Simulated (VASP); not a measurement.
Here is a VASP 6.6.1 calculation.

The input INCAR:

```
ALGO = Normal ; EDIFF = 1E-7
EDIFFG = -0.01 ; ENCUT = 600
GGA = PE ; IBRION = 2
ISIF = 4 ; ISMEAR = 0
ISPIN = 2 ; LASPH = True
LCHARG = False ; LMAXMIX = 4
LORBIT = 11 ; LREAL = False
LWAVE = False ; MAGMOM = 0.41 0.41
NELM = 150 ; NSW = 50
PREC = Accurate ; SIGMA = 0.1
```

KPOINTS

```
k-points
0
Gamma
  18 18 10
```

POSCAR

```
Pd
1.0
    2.7486340953      0.0000000000      0.0000000000
   -1.3743170477      2.3803869523      0.0000000000
    0.0000000000      0.0000000000      4.5741873954
Pd
2
Direct
    0.6666666667      0.3333333333      0.7500000000
    0.3333333333      0.6666666667      0.2500000000
```

Potentials or basis: VASP PAW PBE potentials, release 64 (Pd).

Launch:

```console
$ cat potpaw_PBE.64/Pd/POTCAR > POTCAR
$ mpirun -np 1 vasp_std > vasp.out
```

Problem. Predict the net moment.

Solution. 0.69 μB per cell.

Problem. Predict the site moments.

Solution. Pd +0.34 μB.

Final structure:
```cif
data_structure
_symmetry_space_group_name_H-M 'P 1'
_symmetry_Int_Tables_number 1
_cell_length_a 2.7486
_cell_length_b 2.7486
_cell_length_c 4.5742
_cell_angle_alpha 90.000
_cell_angle_beta 90.000
_cell_angle_gamma 120.000
_cell_volume 29.93
loop_
_atom_site_label
_atom_site_type_symbol
_atom_site_fract_x
_atom_site_fract_y
_atom_site_fract_z
_atom_site_occupancy
Pd1 Pd 0.66667 0.33333 0.75000 1
Pd2 Pd 0.33333 0.66667 0.25000 1
```
